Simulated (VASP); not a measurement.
Ge: single point with PBE

The system is Ge.

```
CELL_PARAMETERS angstrom
3.52956 -3.52974 2.03658
3.53139 3.53104 -2.03747
-3.53069 3.52622 6.10529
ATOMIC_POSITIONS crystal
Ge 0.33920 0.35700 0.33929
Ge 0.83961 0.35601 0.83909
Ge 0.16065 0.64373 0.16116
Ge 0.66141 0.64327 0.66135
Ge 0.51689 0.00013 0.16073
Ge 0.01745 0.99940 0.66049
Ge 0.98214 0.00059 0.33890
Ge 0.48266 0.99986 0.83898
```

```
Program             : VASP 6.6.1
Task                : single point
Functional          : PBE
Potentials or basis : VASP PAW PBE potentials, release 64 (Ge_d)
Cutoff              : 520 eV
k mesh              : 4 × 4 × 4
Occupations         : gaussian, width 0.2 eV
Spin                : no spin polarisation
```

```yaml
Pressure: 0.0 GPa
Largest_force: 0.016 eV/Å
Band_gap_on_the_k_mesh: zero (bands 56 and 57 overlap by 0.31 eV)
```

Forces on the atoms (eV/Å):
```
Ge   0.002  0.006 -0.005
Ge   0.004  0.012 -0.006
Ge  -0.001 -0.009  0.004
Ge  -0.006 -0.010 -0.003
Ge   0.002 -0.004  0.012
Ge   0.004 -0.001  0.016
Ge  -0.003 -0.001 -0.007
Ge  -0.002  0.007 -0.011
```

Stress tensor (GPa, compression positive):
```
 0.04 -0.01  0.00
-0.01  0.07  0.01
 0.00  0.01 -0.10
```

Levels at points of the mesh, in eV from the Fermi level:
```tsv
k point	band 53	band 54	band 55	band 56	band 57	band 58	band 59	band 60
(0.00, 0.00, 0.00)	-1.26	-1.23	-1.23	-0.34	0.74	0.74	1.11	1.85
(0.50, 0.00, 0.00)	-1.86	-1.86	-1.47	-1.47	1.07	1.07	2.38	2.38
(0.00, 0.50, 0.00)	-1.71	-1.63	-1.32	-1.27	0.94	1.11	1.84	2.01
(0.50, 0.50, 0.00)	-1.11	-1.11	-0.71	-0.71	2.09	2.09	3.08	3.09
(0.00, 0.00, 0.50)	-2.40	-2.40	-1.33	-1.32	1.27	1.27	1.92	1.93
(0.50, 0.00, 0.50)	-1.72	-1.62	-1.31	-1.26	0.94	1.11	1.84	2.01
(0.00, 0.50, 0.50)	-1.87	-1.86	-1.47	-1.47	1.07	1.07	2.37	2.37
(0.50, 0.50, 0.50)	-1.27	-0.36	0.07	0.15	0.15	0.36	1.12	1.83
```

It took 7.5 min on 1 thread of Intel(R) Xeon(R) Platinum 8259CL CPU @ 2.50GHz (Skylake/Cascade Lake) (shared host), peak memory 0.5 GiB.

Caveat: semilocal functionals underestimate gaps, so a narrow gap can read as zero.
